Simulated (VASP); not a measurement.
# CdSe (P6_3mc) in VASP: single point with LDA

Aim: the single point of CdSe with LDA.

Program: VASP 6.6.1. These are calculated values, not measurements. Logs are shortened: lines on timing, memory, paths and dates and some standing lists are left out, and cuts for length are marked.

**1. The cell of the first run**

The structure is hexagonal, space group P6_3mc (No. 186). The conventional cell has a = 4.301 Å, b = 4.301 Å, c = 7.022 Å, α = 90.00°, β = 90.00°, γ = 120.00°. Within 3.5 Å of Cd (site symmetry 3m) lie 4 Se at 2.63 to 2.64 Å. Se (site symmetry 3m) has 4 Cd at 2.63 to 2.64 Å within 3.5 Å.

**2. Single point, LDA**

Input file INCAR:

```
ALGO = Normal
EDIFF = 1E-6
ENCUT = 520
ISIF = 2
ISMEAR = 0
LASPH = T
LCHARG = F
LREAL = F
LWAVE = F
NBANDS = 26
NELM = 60
PREC = Accurate
SIGMA = 0.02
```

Input file KPOINTS:

```
k-points
0
Gamma
  9 9 6
```

Input file POSCAR:

```
CdSe
1.0
    4.3010051072      0.0000000000      0.0000000000
   -2.1505025536      3.7247796846      0.0000000000
    0.0000000000      0.0000000000      7.0220889530
Cd Se
2 2
Direct
    0.3333333333      0.6666666667      0.0046927279
    0.6666666667      0.3333333333      0.5046927279
    0.3333333333      0.6666666667      0.3803072721
    0.6666666667      0.3333333333      0.8803072721
```

Potentials or basis: VASP PAW LDA potentials, release 64 (Cd, Se).

On the command line:

```
> cat potpaw_LDA.64/Cd/POTCAR potpaw_LDA.64/Se/POTCAR > POTCAR
> mpirun -np 1 vasp_std > vasp.out
```

OUTCAR:

```text
EDIFF = 1E-6
   ENCUT = 520
   ISIF = 2
   ISMEAR = 0
   LASPH = T
   LREAL = F
   NELM = 60
   PREC = Accurate

 ion  position               nearest neighbor table
   1  0.333  0.667  0.005-   4 2.63   4 2.63   4 2.63   3 2.64
   2  0.667  0.333  0.505-   3 2.63   3 2.63   3 2.63   4 2.64
   3  0.333  0.667  0.380-   2 2.63   2 2.63   2 2.63   1 2.64
   4  0.667  0.333  0.880-   1 2.63   1 2.63   1 2.63   2 2.64

  LATTYP: Found a hexagonal cell.
 ALAT       =     4.3010051072
 C/A-ratio  =     1.6326623145

  Lattice vectors:

 A1 = (   4.3010051072,   0.0000000000,   0.0000000000)
 A2 = (  -2.1505025536,   3.7247796846,   0.0000000000)
 A3 = (   0.0000000000,   0.0000000000,   7.0220889530)

Analysis of symmetry for initial positions (statically):
=====================================================================
 Subroutine PRICEL returns:
 Original cell was already a primitive cell.

 Routine SETGRP: Setting up the symmetry group for a
 hexagonal supercell.

 Subroutine GETGRP returns: Found 12 space group operations
 (whereof  6 operations were pure point group operations)
 out of a pool of 24 trial point group operations.

The static configuration has the point symmetry C_3v.
 The point group associated with its full space group is C_6v.

Analysis of symmetry for dynamics (positions and initial velocities):
=====================================================================
 Subroutine PRICEL returns:
 Original cell was already a primitive cell.

 Routine SETGRP: Setting up the symmetry group for a
 hexagonal supercell.

 Subroutine GETGRP returns: Found 12 space group operations
 (whereof  6 operations were pure point group operations)
 out of a pool of 24 trial point group operations.

The dynamic configuration has the point symmetry C_3v.
 The point group associated with its full space group is C_6v.

 Subroutine INISYM returns: Found 12 space group operations
 (whereof  6 operations are pure point group operations),
 and found     1 'primitive' translations

----------------------------------------------------------------------------------------

                                     Primitive cell

  volume of cell :     112.4959

  direct lattice vectors                    reciprocal lattice vectors
     4.301005107  0.000000000  0.000000000     0.232503793  0.134236127  0.000000000
    -2.150502554  3.724779685  0.000000000     0.000000000  0.268472255  0.000000000
     0.000000000  0.000000000  7.022088953     0.000000000  0.000000000  0.142407766

  length of vectors
     4.301005107  4.301005107  7.022088953     0.268472255  0.268472255  0.142407766

  position of ions in fractional coordinates (direct lattice)
     0.333333333  0.666666667  0.004692728
     0.666666667  0.333333333  0.504692728
     0.333333333  0.666666667  0.380307272
     0.666666667  0.333333333  0.880307272

  ion indices of the primitive-cell ions
   primitive index   ion index
                 1           1
                 2           2
                 3           3
                 4           4

----------------------------------------------------------------------------------------

 KPOINTS: k-points

Automatic generation of k-mesh.
 Grid dimensions read from file:
 generate k-points for:    9    9    6

 Generating k-lattice:

  Cartesian coordinates                     Fractional coordinates (reciprocal lattice)
     0.025833755  0.014915125  0.000000000     0.111111111 -0.000000000  0.000000000
     0.000000000  0.029830251  0.000000000     0.000000000  0.111111111  0.000000000
     0.000000000  0.000000000  0.023734628     0.000000000  0.000000000  0.166666667

  Length of vectors
     0.029830251  0.029830251  0.023734628

  Shift w.r.t. Gamma in fractional coordinates (k-lattice)
     0.000000000  0.000000000  0.000000000

 Subroutine IBZKPT returns following result:
 ===========================================

 Found     48 irreducible k-points:

 Following reciprocal coordinates:
            Coordinates               Weight
  0.000000  0.000000  0.000000      1.000000
  0.111111  0.000000  0.000000      6.000000
  0.222222  0.000000  0.000000      6.000000
  0.333333  0.000000  0.000000      6.000000
  0.444444  0.000000  0.000000      6.000000
  0.111111  0.111111  0.000000      6.000000
[... 16 lines left out ...]
  0.333333  0.222222  0.166667     24.000000
  0.333333  0.333333  0.166667      4.000000
 [... further k-points ...]
   k-points           NKPTS =     48   k-points in BZ     NKDIM =     48   number of bands    NBANDS=     26
   number of dos      NEDOS =    301   number of ions     NIONS =      4
   total plane-waves  NPLWV =  55296
   dimension x,y,z NGX =    32 NGY =   32 NGZ =   54
   dimension x,y,z NGXF=    64 NGYF=   64 NGZF=  108
   ions per type =               2   2
   NGX,Y,Z   is equivalent  to a cutoff of  12.37, 12.37, 12.78 a.u.
   NGXF,Y,Z  is equivalent  to a cutoff of  24.74, 24.74, 25.57 a.u.
 SYSTEM =  unknown system
   PREC   = accura    normal or accurate (medium, high low for compatibility)
   ISTART =      0    job   : 0-new  1-cont  2-samecut
   ICHARG =      2    charge: 1-file 2-atom 10-const
   ISPIN  =      1    spin polarized calculation?
   LNONCOLLINEAR =      F non collinear calculations
   LSORBIT =      F    spin-orbit coupling
   LASPH  =      T    aspherical Exc in radial PAW
   ENCUT  =  520.0 eV  38.22 Ry    6.18 a.u.   8.00  8.00 13.06*2*pi/ulx,y,z
   NELM   =     60;   NELMIN=  2; NELMDL= -5     # of ELM steps
   EDIFF  = 0.1E-05   stopping-criterion for ELM
   LREAL  =      F    real-space projection
   EDIFFG = 0.1E-04   stopping-criterion for IOM
   NSW    =      0    number of steps for IOM
   IBRION =     -1    ionic relax: 0-MD 1-quasi-New 2-CG
   NFREE  =      0    steps in history (QN), initial steepest desc. (CG)
   ISIF   =      2    stress and relaxation
   ISYM   =      2    0-nonsym 1-usesym 2-fastsym
   POTIM  = 0.5000    time-step for ionic-motion
   TEBEG  =    0.0;   TEEND  =   0.0 temperature during run
   PSTRESS=    0.0 pullay stress
   NELECT =      36.0000    total number of electrons
   NUPDOWN=      -1.0000    fix difference up-down
   EMIN   =  10.00;   EMAX   =-10.00  energy-range for DOS
   EFERMI =   0.00;   METHOD = LEGACY
   ISMEAR =     0;   SIGMA  =   0.02  broadening in eV -4-tet -1-fermi 0-gaus
   EFERMI_NEDOS =   21; number of points for ismear=-14 and -15
   IALGO  =     38    algorithm
   IMIX   =      4    mixing-type and parameters
     AMIX     =   0.40;   BMIX     =  1.00
     AMIX_MAG =   1.60;   BMIX_MAG =  1.00
  volume/ion in A,a.u.               =      28.12       189.79
  Fermi-wavevector in a.u.,A,eV,Ry     =   1.119773  2.116064 17.060234  1.253892
  Thomas-Fermi vector in A             =   2.256415
   LORBIT       =      0    0 simple, 1 ext, 2 COOP (PROOUT), +10 PAW based schemes
   GGA     = CA    functional components
   LHFCALC =     F    Hartree Fock is set to
   AEXX    =    0.0000 exact exchange contribution
   IVDW    =     0    specifies the selected vdW correction
   LEPSILON=     F    determine dielectric tensor
   LRPA    =     F    only Hartree local field effects (RPA)
 non-spin polarized calculation
 Gauss-broadening in eV      SIGMA  =   0.02
  energy-cutoff  :      520.00
  volume of cell :      112.50
 maximum number of plane-waves:      3050
 NGX is ok and might be reduce to    32
   NGX = 15   NGY = 15   NGZ = 27

 number of electron      35.9999994 magnetization

 Free energy of the ion-electron system (eV)
  ---------------------------------------------------
  ext. energy  EPLUGINS =         0.00000000
  ---------------------------------------------------
  free energy    TOTEN  =       -13.50507707 eV

  energy without entropy =      -13.50507707  energy(sigma->0) =      -13.50507707

 E-fermi :   0.9376     XC(G=0):  -9.2854

 val. band max:        0.8180646474   @ k =   0.0000   0.0000   0.0000
 cond. band min:       1.2360335431   @ k =   0.0000   0.0000   0.0000
 fundamental gap:      0.4179688957
 Fermi energy:         0.9376113672

 k-point     1 :       0.0000    0.0000    0.0000
  band No.  band energies     occupation
      1     -11.8372      2.00000
      2     -11.4525      2.00000
      3      -7.1297      2.00000
      4      -7.1220      2.00000
      5      -7.1220      2.00000
      6      -7.0538      2.00000
[... 18 lines left out ...]
     25       7.7194      0.00000
     26       8.2950      0.00000

 k-point     2 :       0.1111    0.0000    0.0000
  band No.  band energies     occupation
      1     -11.7982      2.00000
      2     -11.4346      2.00000
      3      -7.1181      2.00000
      4      -7.1081      2.00000
      5      -7.0937      2.00000
      6      -7.0372      2.00000
[... 18 lines left out ...]
     25       8.0108      0.00000
     26       8.0757      0.00000

 k-point     3 :       0.2222    0.0000    0.0000
  band No.  band energies     occupation
      1     -11.6958      2.00000
      2     -11.3918      2.00000
      3      -7.0872      2.00000
      4      -7.0761      2.00000
      5      -7.0158      2.00000
      6      -6.9856      2.00000
[... 18 lines left out ...]
     25       7.8881      0.00000
     26       8.7137      0.00000

 k-point     4 :       0.3333    0.0000    0.0000
  band No.  band energies     occupation
      1     -11.5692      2.00000
      2     -11.3512      2.00000
      3      -7.0591      2.00000
      4      -7.0476      2.00000
      5      -6.9446      2.00000
      6      -6.9308      2.00000
[... 18 lines left out ...]
     25       8.5027      0.00000
     26       8.8796      0.00000
[... 496 lines left out ...]
      1     -11.4955      2.00000
      2     -11.3491      2.00000
      3      -7.0491      2.00000
      4      -7.0186      2.00000
      5      -6.9401      2.00000
      6      -6.9244      2.00000
[... 18 lines left out ...]
     25       8.2597      0.00000
     26       9.2621      0.00000

 k-point    23 :       0.3333    0.2222    0.1667
  band No.  band energies     occupation
      1     -11.4170      2.00000
      2     -11.3438      2.00000
      3      -7.0491      2.00000
      4      -6.9899      2.00000
      5      -6.9248      2.00000
      6      -6.8999      2.00000
[... 18 lines left out ...]
     25       8.7242      0.00000
     26       9.3556      0.00000

 k-point    24 :       0.3333    0.3333    0.1667
  band No.  band energies     occupation
      1     -11.3662      2.00000
      2     -11.3662      2.00000
      3      -7.0539      2.00000
      4      -6.9469      2.00000
      5      -6.9469      2.00000
      6      -6.8940      2.00000
[... 18 lines left out ...]
     25       8.9795      0.00000
     26       8.9795      0.00000

 [... further k-points ...]

------------------------ aborting loop because EDIFF is reached ----------------------------------------

  FORCE on cell =-STRESS in cart. coord.  units (eV):
  Direction    XX          YY          ZZ          XY          YZ          ZX
  --------------------------------------------------------------------------------------
  -------------------------------------------------------------------------------------
  Total       -1.0671968     -1.0671968     -1.0529082      0.0000000      0.0000000      0.0000000
  in kB      -15.1991124    -15.1991124    -14.9956123      0.0000000      0.0000000      0.0000000
  external PRESSURE =     -15.1312790 kB  Pullay stress =       0.0000000 kB

 VOLUME and BASIS-vectors are now :
 -----------------------------------------------------------------------------
  energy-cutoff  :      520.00
  volume of cell :      112.50
      direct lattice vectors                 reciprocal lattice vectors
     4.301005107  0.000000000  0.000000000     0.232503793  0.134236127  0.000000000
    -2.150502554  3.724779685  0.000000000     0.000000000  0.268472255  0.000000000
     0.000000000  0.000000000  7.022088953     0.000000000  0.000000000  0.142407766

 POSITION                                       TOTAL-FORCE (eV/Angst)
 -----------------------------------------------------------------------------------
     -0.00000      2.48319      0.03295        -0.000000      0.000000     -0.000594
      2.15050      1.24159      3.54400         0.000000      0.000000     -0.000594
     -0.00000      2.48319      2.67055        -0.000000     -0.000000      0.000594
      2.15050      1.24159      6.18160         0.000000      0.000000      0.000594
 -----------------------------------------------------------------------------------
    total drift:                               -0.000000      0.000000      0.000096

  FREE ENERGIE OF THE ION-ELECTRON SYSTEM (eV)
  ---------------------------------------------------
  free  energy   TOTEN  =       -13.5050770707 eV

  energy  without entropy=      -13.5050770707  energy(sigma->0) =      -13.50507707
```

Run time: 58 s. Hardware: 1 thread of AMD EPYC 9R45 (Zen 5), shared host; peak memory 0.23 GiB.

What came out:

* Free energy: -13.5051 eV
* Pressure: -1.5 GPa
* Band gap on the k mesh: 0.42 eV

A hybrid or GW would open this gap; LDA tends to underestimate it.
